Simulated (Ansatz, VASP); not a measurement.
V in VASP and in Ansatz

```
V
1.0
    -1.51300    1.51300    1.51300
     1.51300   -1.51300    1.51300
     1.51300    1.51300   -1.51300
V
1
Direct
  0.75800 0.19200 0.38800
```

Alike in both runs: task single point; functional PBE; k mesh 6 × 6 × 6; occupations gaussian, width 0.1 eV; collinear spin.

|  | VASP | Ansatz |
| --- | --- | --- |
| version | VASP 6.6.1 | Ansatz 0.2.0 |
| potentials or method | VASP PAW PBE potentials, release 64 (V_sv), cutoff 500 eV | scalar-relativistic, plane waves, PAW |
| valence electrons in the cell | 13 | 13 |

VASP gave:

```
gap on the k mesh at the Fermi level (eV)                     : none
pressure (GPa)                                                : -3.6
net moment per atom (μB)                                      : 0.62
size of the moment on the site where the two differ most (μB) : 0.49
```

Question: Which values does Ansatz return?

Answer: gap on the k mesh at the Fermi level (eV): none; pressure (GPa): -3.6; net moment per atom (μB): 0.62; size of the moment on the site where the two differ most (μB): 0.46.

Site moments also hang on the region over which each program counts them. A gap of «none» marks a metal or a gap that the smearing closes. The functional is the same, so the differences come from potentials, cutoffs and numerics.

The k mesh is coarse, so the values compare programs but aren't converged.
